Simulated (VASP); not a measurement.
# Zr3S2 (R32) in VASP: further runs

Zr3S2 is run at these levels: LDA, r2SCAN; tasks: single point, relaxation of cell and atoms.

Program: VASP 6.6.1. These are calculated values, not measurements. Logs are shortened: lines on timing, memory, paths and dates and some standing lists are left out, and cuts for length are marked.

**1. The cell of the first run**

The structure is trigonal, space group R32 (No. 155). The conventional cell has a = 5.686 Å, b = 5.686 Å, c = 10.246 Å, α = 90.00°, β = 90.00°, γ = 120.00°. Zr (site symmetry 2) has 4 S at 2.55 to 2.56 Å and 6 Zr at 3.26 to 3.34 Å within 3.4 Å. S (site symmetry 3) has 6 Zr at 2.55 to 2.56 Å and 4 S at 3.28 to 3.38 Å within 3.4 Å.

**2. Single point, LDA**

File INCAR:

```
SYSTEM = Zr3S2
PREC = Accurate
ENCUT = 520
EDIFF = 1E-6
ISMEAR = -1
SIGMA = 0.05
LREAL = .FALSE.
LASPH = .TRUE.
NELM = 60
ALGO = Normal
ISIF = 2
LWAVE = .FALSE.
LCHARG = .FALSE.
GGA = CA
NBANDS = 32
```

File KPOINTS:

```
Automatic mesh
0
G
  6 6 6
  0 0 0
```

File POSCAR:

```
Zr3S2
1.0
    2.8432214631      1.6415346771      3.4154008482
   -2.8432214631      1.6415346771      3.4154008482
    0.0000000000     -3.2830693542      3.4154008482
Zr S
3 2
Direct
    0.8390164652      0.5000000000      0.1609835348
    0.5000000000      0.1609835348      0.8390164652
    0.1609835348      0.8390164652      0.5000000000
    0.6647231978      0.6647231978      0.6647231978
    0.3352768022      0.3352768022      0.3352768022
```

Potentials or basis: VASP PAW LDA potentials, release 64 (Zr_sv, S).

Command:

```console
$ cat potpaw_LDA.64/Zr_sv/POTCAR potpaw_LDA.64/S/POTCAR > POTCAR
$ mpirun -np 1 vasp_std > vasp.out
```

OUTCAR:

```text
SYSTEM = Zr3S2
   PREC = Accurate
   ENCUT = 520
   EDIFF = 1E-6
   ISMEAR = -1
   LREAL = .FALSE.
   LASPH = .TRUE.
   NELM = 60
   ISIF = 2
   GGA = CA

 ion  position               nearest neighbor table
   1  0.839  0.500  0.161-   5 2.55   4 2.55   4 2.56   5 2.56   2 3.26   2 3.26   3 3.26   3 3.26
                             3 3.34   2 3.34   3 3.42   2 3.42
   2  0.500  0.161  0.839-   4 2.55   5 2.55   4 2.56   5 2.56   1 3.26   1 3.26   3 3.26   3 3.26
                             3 3.34   1 3.34   3 3.42   1 3.42
   3  0.161  0.839  0.500-   4 2.55   5 2.55   4 2.56   5 2.56   1 3.26   2 3.26   1 3.26   2 3.26
                             1 3.34   2 3.34   1 3.42   2 3.42
   4  0.665  0.665  0.665-   2 2.55   1 2.55   3 2.55   3 2.56   2 2.56   1 2.56
   5  0.335  0.335  0.335-   1 2.55   2 2.55   3 2.55   3 2.56   2 2.56   1 2.56

  LATTYP: Found a trigonal (rhomboedric) cell.
 ALAT       =     4.7374578983
 COS(alpha) =     0.2796216593

  Lattice vectors:

 A1 = (   2.8432214631,   1.6415346771,   3.4154008482)
 A2 = (  -2.8432214631,   1.6415346771,   3.4154008482)
 A3 = (   0.0000000000,  -3.2830693542,   3.4154008482)

Analysis of symmetry for initial positions (statically):
=====================================================================
 Subroutine PRICEL returns:
 Original cell was already a primitive cell.

 Routine SETGRP: Setting up the symmetry group for a
 trigonal (rhombohedral) supercell.

 Subroutine GETGRP returns: Found  6 space group operations
 (whereof  6 operations were pure point group operations)
 out of a pool of 12 trial point group operations.

The static configuration has the point symmetry D_3 .

Analysis of symmetry for dynamics (positions and initial velocities):
=====================================================================
 Subroutine PRICEL returns:
 Original cell was already a primitive cell.

 Routine SETGRP: Setting up the symmetry group for a
 trigonal (rhombohedral) supercell.

 Subroutine GETGRP returns: Found  6 space group operations
 (whereof  6 operations were pure point group operations)
 out of a pool of 12 trial point group operations.

The dynamic configuration has the point symmetry D_3 .

 Subroutine INISYM returns: Found  6 space group operations
 (whereof  6 operations are pure point group operations),
 and found     1 'primitive' translations

----------------------------------------------------------------------------------------

                                     Primitive cell

  volume of cell :      95.6431

  direct lattice vectors                    reciprocal lattice vectors
     2.843221463  1.641534677  3.415400848     0.175856860  0.101531006  0.097597134
    -2.843221463  1.641534677  3.415400848    -0.175856860  0.101531006  0.097597134
     0.000000000 -3.283069354  3.415400848     0.000000000 -0.203062011  0.097597134

  length of vectors
     4.737457898  4.737457898  4.737457898     0.225298427  0.225298427  0.225298427

  position of ions in fractional coordinates (direct lattice)
     0.839016465  0.500000000  0.160983535
     0.500000000  0.160983535  0.839016465
     0.160983535  0.839016465  0.500000000
     0.664723198  0.664723198  0.664723198
     0.335276802  0.335276802  0.335276802

  ion indices of the primitive-cell ions
   primitive index   ion index
                 1           1
                 2           2
                 3           3
                 4           4
                 5           5

----------------------------------------------------------------------------------------

 KPOINTS: Automatic mesh

Automatic generation of k-mesh.
 Grid dimensions read from file:
 generate k-points for:    6    6    6

 Generating k-lattice:

  Cartesian coordinates                     Fractional coordinates (reciprocal lattice)
     0.029309477  0.016921834  0.016266189     0.166666667 -0.000000000  0.000000000
    -0.029309477  0.016921834  0.016266189    -0.000000000  0.166666667  0.000000000
     0.000000000 -0.033843669  0.016266189     0.000000000  0.000000000  0.166666667

  Length of vectors
     0.037549738  0.037549738  0.037549738

  Shift w.r.t. Gamma in fractional coordinates (k-lattice)
     0.000000000  0.000000000  0.000000000

 Subroutine IBZKPT returns following result:
 ===========================================

 Found     32 irreducible k-points:

 Following reciprocal coordinates:
            Coordinates               Weight
  0.000000  0.000000  0.000000      1.000000
  0.166667  0.000000 -0.000000      6.000000
  0.333333  0.000000 -0.000000      6.000000
  0.500000  0.000000  0.000000      3.000000
  0.166667  0.166667 -0.000000      6.000000
  0.333333  0.166667 -0.000000     12.000000
[... 16 lines left out ...]
  0.500000  0.500000  0.166667      6.000000
 -0.333333  0.500000  0.166667     12.000000
 [... further k-points ...]
   k-points           NKPTS =     32   k-points in BZ     NKDIM =     32   number of bands    NBANDS=     32
   number of dos      NEDOS =    301   number of ions     NIONS =      5
   total plane-waves  NPLWV =  46656
   dimension x,y,z NGX =    36 NGY =   36 NGZ =   36
   dimension x,y,z NGXF=    72 NGYF=   72 NGZF=   72
   ions per type =               3   2
   NGX,Y,Z   is equivalent  to a cutoff of  12.63, 12.63, 12.63 a.u.
   NGXF,Y,Z  is equivalent  to a cutoff of  25.27, 25.27, 25.27 a.u.
 SYSTEM =  Zr3S2
   PREC   = accura    normal or accurate (medium, high low for compatibility)
   ISTART =      0    job   : 0-new  1-cont  2-samecut
   ICHARG =      2    charge: 1-file 2-atom 10-const
   ISPIN  =      1    spin polarized calculation?
   LNONCOLLINEAR =      F non collinear calculations
   LSORBIT =      F    spin-orbit coupling
   LASPH  =      T    aspherical Exc in radial PAW
   ENCUT  =  520.0 eV  38.22 Ry    6.18 a.u.   8.81  8.81  8.81*2*pi/ulx,y,z
   NELM   =     60;   NELMIN=  2; NELMDL= -5     # of ELM steps
   EDIFF  = 0.1E-05   stopping-criterion for ELM
   LREAL  =      F    real-space projection
   EDIFFG = 0.1E-04   stopping-criterion for IOM
   NSW    =      0    number of steps for IOM
   IBRION =     -1    ionic relax: 0-MD 1-quasi-New 2-CG
   NFREE  =      0    steps in history (QN), initial steepest desc. (CG)
   ISIF   =      2    stress and relaxation
   ISYM   =      2    0-nonsym 1-usesym 2-fastsym
   POTIM  = 0.5000    time-step for ionic-motion
   TEBEG  =    0.0;   TEEND  =   0.0 temperature during run
   PSTRESS=    0.0 pullay stress
   NELECT =      48.0000    total number of electrons
   NUPDOWN=      -1.0000    fix difference up-down
   EMIN   =  10.00;   EMAX   =-10.00  energy-range for DOS
   EFERMI =   0.00;   METHOD = LEGACY
   ISMEAR =    -1;   SIGMA  =   0.05  broadening in eV -4-tet -1-fermi 0-gaus
   EFERMI_NEDOS =   21; number of points for ismear=-14 and -15
   IALGO  =     38    algorithm
   IMIX   =      4    mixing-type and parameters
     AMIX     =   0.40;   BMIX     =  1.00
     AMIX_MAG =   1.60;   BMIX_MAG =  1.00
  volume/ion in A,a.u.               =      19.13       129.09
  Fermi-wavevector in a.u.,A,eV,Ry     =   1.300980  2.458496 23.028533  1.692549
  Thomas-Fermi vector in A             =   2.432144
   LORBIT       =      0    0 simple, 1 ext, 2 COOP (PROOUT), +10 PAW based schemes
   GGA     = CA    functional components
   LHFCALC =     F    Hartree Fock is set to
   AEXX    =    0.0000 exact exchange contribution
   IVDW    =     0    specifies the selected vdW correction
   LEPSILON=     F    determine dielectric tensor
   LRPA    =     F    only Hartree local field effects (RPA)
 non-spin polarized calculation
  energy-cutoff  :      520.00
  volume of cell :       95.64
 maximum number of plane-waves:      2596
   NGX = 17   NGY = 17   NGZ = 17

 number of electron      48.0000002 magnetization

 Free energy of the ion-electron system (eV)
  ---------------------------------------------------
  ext. energy  EPLUGINS =         0.00000000
  ---------------------------------------------------
  free energy    TOTEN  =       -43.39964974 eV

  energy without entropy =      -43.37989000  energy(sigma->0) =      -43.38976987

 E-fermi :   9.3975     XC(G=0): -11.4077

 val. band max:        9.3865402262   @ k =   0.3333   0.3333   0.3333
 cond. band min:       9.4090250777   @ k =   0.1667   0.0000  -0.0000
 fundamental gap:      0.0224848515
 Fermi energy:         9.3975360922

 k-point     1 :       0.0000    0.0000    0.0000
  band No.  band energies     occupation
      1     -39.2572      2.00000
      2     -39.1504      2.00000
      3     -39.1504      2.00000
      4     -17.6405      2.00000
      5     -17.6190      2.00000
      6     -17.6190      2.00000
[... 24 lines left out ...]
     31      12.9106      0.00000
     32      13.2667      0.00000

 k-point     2 :       0.1667    0.0000   -0.0000
  band No.  band energies     occupation
      1     -39.2495      2.00000
      2     -39.1585      2.00000
      3     -39.1499      2.00000
      4     -17.7047      2.00000
      5     -17.6897      2.00000
      6     -17.6367      2.00000
[... 24 lines left out ...]
     31      13.0783      0.00000
     32      13.3324      0.00000

 k-point     3 :       0.3333    0.0000   -0.0000
  band No.  band energies     occupation
      1     -39.2290      2.00000
      2     -39.1763      2.00000
      3     -39.1524      2.00000
      4     -17.7481      2.00000
      5     -17.7214      2.00000
      6     -17.6508      2.00000
[... 24 lines left out ...]
     31      13.0705      0.00000
     32      13.3504      0.00000

 k-point     4 :       0.5000    0.0000    0.0000
  band No.  band energies     occupation
      1     -39.2044      2.00000
      2     -39.1993      2.00000
      3     -39.1537      2.00000
      4     -17.7688      2.00000
      5     -17.7215      2.00000
      6     -17.6067      2.00000
[... 654 lines left out ...]
     31      13.0024      0.00000
     32      13.0670      0.00000

 k-point    23 :       0.5000    0.5000    0.1667
  band No.  band energies     occupation
      1     -39.2087      2.00000
      2     -39.1757      2.00000
      3     -39.1716      2.00000
      4     -17.8874      2.00000
      5     -17.7760      2.00000
      6     -17.6209      2.00000
[... 24 lines left out ...]
     31      12.6356      0.00000
     32      12.8664      0.00000

 k-point    24 :      -0.3333    0.5000    0.1667
  band No.  band energies     occupation
      1     -39.1926      2.00000
      2     -39.1844      2.00000
      3     -39.1794      2.00000
      4     -17.8612      2.00000
      5     -17.7677      2.00000
      6     -17.6194      2.00000
[... 24 lines left out ...]
     31      12.6204      0.00000
     32      13.0644      0.00000

 [... further k-points ...]
[... 5 lines left out ...]
  --------------------------------------------------------------------------------------
  -------------------------------------------------------------------------------------
  Total        0.0782262      0.0782262      0.1261896      0.0000000      0.0000000      0.0000000
  in kB        1.3104155      1.3104156      2.1138813      0.0000000      0.0000000      0.0000000
  external PRESSURE =       1.5782375 kB  Pullay stress =       0.0000000 kB

 VOLUME and BASIS-vectors are now :
 -----------------------------------------------------------------------------
  energy-cutoff  :      520.00
  volume of cell :       95.64
      direct lattice vectors                 reciprocal lattice vectors
     2.843221463  1.641534677  3.415400848     0.175856860  0.101531006  0.097597134
    -2.843221463  1.641534677  3.415400848    -0.175856860  0.101531006  0.097597134
     0.000000000 -3.283069354  3.415400848     0.000000000 -0.203062011  0.097597134

 POSITION                                       TOTAL-FORCE (eV/Angst)
 -----------------------------------------------------------------------------------
      0.96390      1.66952      5.12310         0.000584      0.001011      0.000000
      0.96390     -1.66952      5.12310         0.000584     -0.001011      0.000000
     -1.92780     -0.00000      5.12310        -0.001167     -0.000000      0.000000
      0.00000      0.00000      6.81089         0.000000      0.000000     -0.000799
      0.00000      0.00000      3.43531         0.000000     -0.000000      0.000799
 -----------------------------------------------------------------------------------
    total drift:                                0.000000      0.000000     -0.000000

  FREE ENERGIE OF THE ION-ELECTRON SYSTEM (eV)
  ---------------------------------------------------
  free  energy   TOTEN  =       -43.3996497396 eV

  energy  without entropy=      -43.3798899986  energy(sigma->0) =      -43.38976987
```

It took 37 s on 1 thread of Intel Xeon 6975P-C (Granite Rapids), shared host; peak memory 0.21 GiB.

What came out:

- Free energy: -43.3996 eV
- Pressure: 0.2 GPa
- Band gap on the k mesh: zero (band 24 reaches 9.53 eV, above the bottom of band 25 at 9.30 eV)

Stress tensor (GPa, compression positive):
```
0.13 0.00 0.00
0.00 0.13 0.00
0.00 0.00 0.21
```

**3. Single point, LDA**

This run uses another cell than the first one, of 20.36 Å³/atom, 1.064 times its volume.

File INCAR:

```
SYSTEM = Zr3S2
PREC = Accurate
ENCUT = 520
EDIFF = 1E-6
ISMEAR = -1
SIGMA = 0.05
LREAL = .False.
LASPH = .True.
NELM = 60
ALGO = Normal
ISIF = 2
LWAVE = .False.
LCHARG = .True.
LELF = .True.
LVHAR = .True.
NBANDS = 32
```

File KPOINTS:

```
regular mesh
0
Gamma
  6 6 6
  0 0 0
```

File POSCAR:

```
Zr3S2
1.0
    2.9025379727      1.6757810799      3.4877732718
   -2.9025379727      1.6757810799      3.4877732718
    0.0000000000     -3.3515621597      3.4877732718
Zr S
3 2
Direct
    0.8387270000      0.5000000000      0.1612730000
    0.5000000000      0.1612730000      0.8387270000
    0.1612730000      0.8387270000      0.5000000000
    0.6650230000      0.6650230000      0.6650230000
    0.3349770000      0.3349770000      0.3349770000
```

Potentials or basis: VASP PAW LDA potentials, release 64 (Zr_sv, S).

Command:

```console
$ cat potpaw_LDA.64/Zr_sv/POTCAR potpaw_LDA.64/S/POTCAR > POTCAR
$ mpirun -np 1 vasp_std > vasp.out
```

Run time: 40 s. Hardware: 1 thread of Intel Xeon 6975P-C (Granite Rapids), shared host; peak memory 0.22 GiB.

The run converged. Its results:

| Item | Value |
| --- | --- |
| Free energy | -43.2559 eV |
| Pressure | -7.4 GPa |
| Largest force | 0.160 eV/Å |
| Band gap on the k mesh | zero (band 24 reaches 8.79 eV, above the bottom of band 25 at 8.56 eV) |

Forces on the atoms (eV/Å):
```
Zr  -0.080 -0.138  0.000
Zr  -0.080  0.138  0.000
Zr   0.160  0.000  0.000
S    0.000  0.000  0.002
S    0.000  0.000 -0.002
```

Stress tensor (GPa, compression positive):
```
-7.20  0.00  0.00
 0.00 -7.20  0.00
 0.00  0.00 -7.84
```

Levels at points of the mesh, in eV from the Fermi level:
| k point | band 21 | band 22 | band 23 | band 24 | band 25 | band 26 | band 27 | band 28 |
| --- | --- | --- | --- | --- | --- | --- | --- | --- |
| (0.00, 0.00, 0.00) | -2.58 | -1.83 | 0.12 | 0.12 | 0.67 | 0.67 | 2.00 | 2.71 |
| (0.50, 0.00, 0.00) | -1.18 | -1.11 | -0.85 | -0.66 | -0.12 | 0.98 | 1.73 | 1.76 |
| (0.50, 0.50, 0.00) | -1.86 | -1.21 | -0.81 | -0.27 | -0.05 | 0.90 | 1.87 | 1.99 |
| (0.50, 0.50, 0.50) | -0.74 | -0.39 | -0.17 | -0.17 | 0.31 | 0.31 | 1.05 | 1.05 |

(Continued in part 2 of 2.)
